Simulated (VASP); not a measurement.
# BN (R3m) in VASP: density of states with LDA

Aim: the density of states of BN with LDA.

All numbers are computed with VASP 6.6.1; they aren't measurements. Logs are shortened: lines on timing, memory, paths and dates and some standing lists are left out, and cuts for length are marked.

## 1. The cell of the first run

The structure is trigonal, space group R3m (No. 160). The conventional cell has a = 2.502 Å, b = 2.502 Å, c = 10.119 Å, α = 90.00°, β = 90.00°, γ = 120.00°. Within 1.9 Å of B (site symmetry 3m) lie 3 N at 1.44 Å. N (site symmetry 3m) has 3 B at 1.44 Å within 1.9 Å.

## 2. Density of states, LDA

POSCAR reads:

```
BN
1.0
    1.2511217800      0.7223355000      3.3729344000
   -1.2511217800      0.7223355000      3.3729344000
    0.0000000000     -1.4446710000      3.3729344000
B N
1 1
Direct
    0.9996712000      0.9996712000      0.9996712000
    0.3327618000      0.3327618000      0.3327618000
```

INCAR.step1 reads:

```
SYSTEM = BN
PREC = Accurate ; ENCUT = 520
EDIFF = 1E-7 ; ISMEAR = 0
SIGMA = 0.01 ; LREAL = .False.
LASPH = .True. ; NELM = 100
ALGO = Normal ; ISIF = 2
LWAVE = .False. ; LCHARG = .True.
GGA = CA ; NBANDS = 11
```

KPOINTS.step1 reads:

```
regular mesh
0
Gamma
  8 8 8
  0 0 0
```

INCAR.step2 reads:

```
SYSTEM = BN
PREC = Accurate ; ENCUT = 520
EDIFF = 1E-7 ; ISMEAR = -5
SIGMA = 0.01 ; LREAL = .False.
LASPH = .True. ; NELM = 100
ALGO = Normal ; ISIF = 2
LWAVE = .False. ; LCHARG = .False.
GGA = CA ; LORBIT = 10
NBANDS = 11 ; NEDOS = 1001
ICHARG = 11
```

KPOINTS.step2 reads:

```
regular mesh
0
Gamma
  12 12 12
  0 0 0
```

Potentials or basis: VASP PAW LDA potentials, release 64 (B, N).

Launch:

```bash
cat potpaw_LDA.64/B/POTCAR potpaw_LDA.64/N/POTCAR > POTCAR
cp INCAR.step1 INCAR
cp KPOINTS.step1 KPOINTS
mpirun -np 1 vasp_std > vasp.out
cp INCAR.step2 INCAR
cp KPOINTS.step2 KPOINTS
mpirun -np 1 vasp_std > vasp.out
```

OUTCAR:

```text
SYSTEM = BN
   PREC = Accurate
   ENCUT = 520
   EDIFF = 1E-7
   ISMEAR = -5
   LREAL = .False.
   LASPH = .True.
   NELM = 100
   ISIF = 2
   GGA = CA
   LORBIT = 10
   ICHARG = 11

 ion  position               nearest neighbor table
   1  1.000  1.000  1.000-   2 1.44   2 1.44   2 1.44
   2  0.333  0.333  0.333-   1 1.44   1 1.44   1 1.44

  LATTYP: Found a trigonal (rhomboedric) cell.
 ALAT       =     3.6692997629
 COS(alpha) =     0.7674786788

  Lattice vectors:

 A1 = (   1.2511217800,   0.7223355000,   3.3729344000)
 A2 = (  -1.2511217800,   0.7223355000,   3.3729344000)
 A3 = (   0.0000000000,  -1.4446710000,   3.3729344000)

Analysis of symmetry for initial positions (statically):
=====================================================================
 Subroutine PRICEL returns:
 Original cell was already a primitive cell.

 Routine SETGRP: Setting up the symmetry group for a
 trigonal (rhombohedral) supercell.

 Subroutine GETGRP returns: Found  6 space group operations
 (whereof  6 operations were pure point group operations)
 out of a pool of 12 trial point group operations.

The static configuration has the point symmetry C_3v.

Analysis of symmetry for dynamics (positions and initial velocities):
=====================================================================
 Subroutine PRICEL returns:
 Original cell was already a primitive cell.

 Routine SETGRP: Setting up the symmetry group for a
 trigonal (rhombohedral) supercell.

 Subroutine GETGRP returns: Found  6 space group operations
 (whereof  6 operations were pure point group operations)
 out of a pool of 12 trial point group operations.

The dynamic configuration has the point symmetry C_3v.

 Subroutine INISYM returns: Found  6 space group operations
 (whereof  6 operations are pure point group operations),
 and found     1 'primitive' translations

----------------------------------------------------------------------------------------

                                     Primitive cell

  volume of cell :      18.2893

  direct lattice vectors                    reciprocal lattice vectors
     1.251121780  0.722335500  3.372934400     0.399641352  0.230733041  0.098825916
    -1.251121780  0.722335500  3.372934400    -0.399641352  0.230733041  0.098825916
     0.000000000 -1.444671000  3.372934400     0.000000000 -0.461466082  0.098825916

  length of vectors
     3.669299763  3.669299763  3.669299765     0.471929559  0.471929559  0.471929557

  position of ions in fractional coordinates (direct lattice)
     0.999671200  0.999671200  0.999671200
[... 92 lines left out ...]
   NUPDOWN=      -1.0000    fix difference up-down
   EMIN   =  10.00;   EMAX   =-10.00  energy-range for DOS
   EFERMI =   0.00;   METHOD = LEGACY
   ISMEAR =    -5;   SIGMA  =   0.01  broadening in eV -4-tet -1-fermi 0-gaus
   EFERMI_NEDOS =   21; number of points for ismear=-14 and -15
   IALGO  =     38    algorithm
   IMIX   =      4    mixing-type and parameters
     AMIX     =   0.40;   BMIX     =  1.00
     AMIX_MAG =   1.60;   BMIX_MAG =  1.00
  volume/ion in A,a.u.               =       9.14        61.71
  Fermi-wavevector in a.u.,A,eV,Ry     =   1.242717  2.348395 21.012099  1.544346
  Thomas-Fermi vector in A             =   2.377059
   LORBIT       =     10    0 simple, 1 ext, 2 COOP (PROOUT), +10 PAW based schemes
   GGA     = CA    functional components
   LHFCALC =     F    Hartree Fock is set to
   AEXX    =    0.0000 exact exchange contribution
   IVDW    =     0    specifies the selected vdW correction
   LEPSILON=     F    determine dielectric tensor
   LRPA    =     F    only Hartree local field effects (RPA)
 non-spin polarized calculation
 Fermi weights with tetrahedron method with Bloechl corrections
  energy-cutoff  :      520.00
  volume of cell :       18.29
 maximum number of plane-waves:       517

 number of electron       8.0000000 magnetization

 Free energy of the ion-electron system (eV)
  ---------------------------------------------------
  ext. energy  EPLUGINS =         0.00000000
  ---------------------------------------------------
  free energy    TOTEN  =       -19.28635648 eV

  energy without entropy =      -19.28635648  energy(sigma->0) =      -19.28635648

 E-fermi :   2.0428     XC(G=0): -10.4316

 val. band max:        2.0016633596   @ k =  -0.3333   0.3333   0.0000
 cond. band min:       6.0930536255   @ k =   0.5000   0.5000   0.0000
 fundamental gap:      4.0913902659
 Fermi energy:         2.0427865197

 k-point     1 :       0.0000    0.0000    0.0000
  band No.  band energies     occupation
      1     -15.5632      2.00000
      2      -2.2029      2.00000
      3       0.7050      2.00000
      4       0.7050      2.00000
      5       6.8455      0.00000
      6      13.5663      0.00000
      7      13.5663      0.00000
      8      14.9757      0.00000
      9      16.8087      0.00000
     10      27.6477      0.00000
     11      29.4375      0.00000
[... 309 lines left out ...]
 k-point    24 :      -0.4167    0.1667   -0.0000
  band No.  band energies     occupation
      1     -12.0799      2.00000
      2      -6.5737      2.00000
      3      -3.3968      2.00000
      4       1.6791      2.00000
      5       7.0396      0.00000
      6      13.3540      0.00000
      7      15.2639      0.00000
      8      16.1081      0.00000
      9      19.4602      0.00000
     10      22.7707      0.00000
     11      24.8589      0.00000

 [... further k-points ...]
[... 5 lines left out ...]
  --------------------------------------------------------------------------------------
  -------------------------------------------------------------------------------------
  Total       -0.5910324     -0.5910324     -0.1291605      0.0000000      0.0000000      0.0000000
  in kB      -51.7754869    -51.7754874    -11.3146875      0.0000000      0.0000000      0.0000000
  external PRESSURE =     -38.2885539 kB  Pullay stress =       0.0000000 kB

 VOLUME and BASIS-vectors are now :
 -----------------------------------------------------------------------------
  energy-cutoff  :      520.00
  volume of cell :       18.29
      direct lattice vectors                 reciprocal lattice vectors
     1.251121780  0.722335500  3.372934400     0.399641352  0.230733041  0.098825916
    -1.251121780  0.722335500  3.372934400    -0.399641352  0.230733041  0.098825916
     0.000000000 -1.444671000  3.372934400     0.000000000 -0.461466082  0.098825916

 POSITION                                       TOTAL-FORCE (eV/Angst)
 -----------------------------------------------------------------------------------
      0.00000      0.00000     10.11548         0.000000      0.000000     -0.002271
      0.00000      0.00000      3.36715         0.000000     -0.000000      0.002271
 -----------------------------------------------------------------------------------
    total drift:                                0.000000     -0.000000      0.000075

  FREE ENERGIE OF THE ION-ELECTRON SYSTEM (eV)
  ---------------------------------------------------
  free  energy   TOTEN  =       -19.2863564843 eV

  energy  without entropy=      -19.2863564843  energy(sigma->0) =      -19.28635648

 total charge

# of ion       s       p       d       tot
------------------------------------------
    1        0.741   1.441   0.000   2.182
    2        1.214   2.767   0.000   3.981
--------------------------------------------------
tot          1.955   4.208   0.000   6.162
```

OUTCAR.step1:

```text
SYSTEM = BN
   PREC = Accurate
   ENCUT = 520
   EDIFF = 1E-7
   ISMEAR = 0
   LREAL = .False.
   LASPH = .True.
[... 558 lines left out ...]
      0.00000      0.00000     10.11548         0.000000      0.000000     -0.002138
      0.00000      0.00000      3.36715         0.000000      0.000000      0.002138
 -----------------------------------------------------------------------------------
    total drift:                               -0.000000     -0.000000     -0.000019

  FREE ENERGIE OF THE ION-ELECTRON SYSTEM (eV)
  ---------------------------------------------------
  free  energy   TOTEN  =       -19.2862705036 eV

  energy  without entropy=      -19.2862705036  energy(sigma->0) =      -19.28627050
```

OSZICAR.step1:

```text
N       E                     dE             d eps       ncg     rms          rms(c)
DAV:   1     0.114482023894E+02    0.11448E+02   -0.46965E+03  1446   0.682E+02
DAV:   2    -0.205344231779E+02   -0.31983E+02   -0.30984E+02  1725   0.149E+02
DAV:   3    -0.212804891795E+02   -0.74607E+00   -0.74477E+00  1759   0.202E+01
DAV:   4    -0.212823602212E+02   -0.18710E-02   -0.18710E-02  1594   0.124E+00
DAV:   5    -0.212823683783E+02   -0.81571E-05   -0.81571E-05  1730   0.691E-02    0.781E+00
DAV:   6    -0.195374004013E+02    0.17450E+01   -0.58244E+00  1523   0.131E+01    0.347E+00
DAV:   7    -0.193451801213E+02    0.19222E+00   -0.19352E-01  1706   0.313E+00    0.208E+00
DAV:   8    -0.192867015825E+02    0.58479E-01   -0.14370E-01  1676   0.224E+00    0.231E-01
DAV:   9    -0.192862806968E+02    0.42089E-03   -0.24064E-03  1580   0.399E-01    0.132E-01
DAV:  10    -0.192862682792E+02    0.12418E-04   -0.18182E-04  1630   0.117E-01    0.200E-02
DAV:  11    -0.192862707818E+02   -0.25026E-05   -0.10923E-05  1688   0.214E-02    0.142E-02
DAV:  12    -0.192862704972E+02    0.28466E-06   -0.24917E-06  1571   0.986E-03    0.473E-04
DAV:  13    -0.192862705036E+02   -0.64799E-08   -0.54695E-08  1009   0.206E-03
   1 F= -.19286271E+02 E0= -.19286271E+02  d E =-.561475E-27
```

Wall time 40 s (1 thread of Intel Xeon 6975P-C, shared host); peak memory 0.16 GiB.

What came out:

| Quantity | Value |
| --- | --- |
| Valence electrons inside the program's atomic spheres | B 2.18; N 3.98 |

Levels at points of the mesh, in eV from the valence-band top:
```csv
k point,band 1,band 2,band 3,band 4,band 5,band 6,band 7,band 8,band 9
"(0.00, 0.00, 0.00)",-17.56,-4.20,-1.30,-1.30,4.84,11.56,11.56,12.97,14.81
"(0.50, 0.00, 0.00)",-14.34,-8.89,-4.08,-0.60,5.13,9.89,12.70,14.67,19.64
"(0.50, 0.50, 0.00)",-14.27,-8.76,-4.14,-1.20,4.09,9.90,13.88,17.18,20.04
"(0.50, 0.50, 0.50)",-17.29,-6.24,-1.31,-1.31,9.83,11.49,11.49,12.34,16.01
```
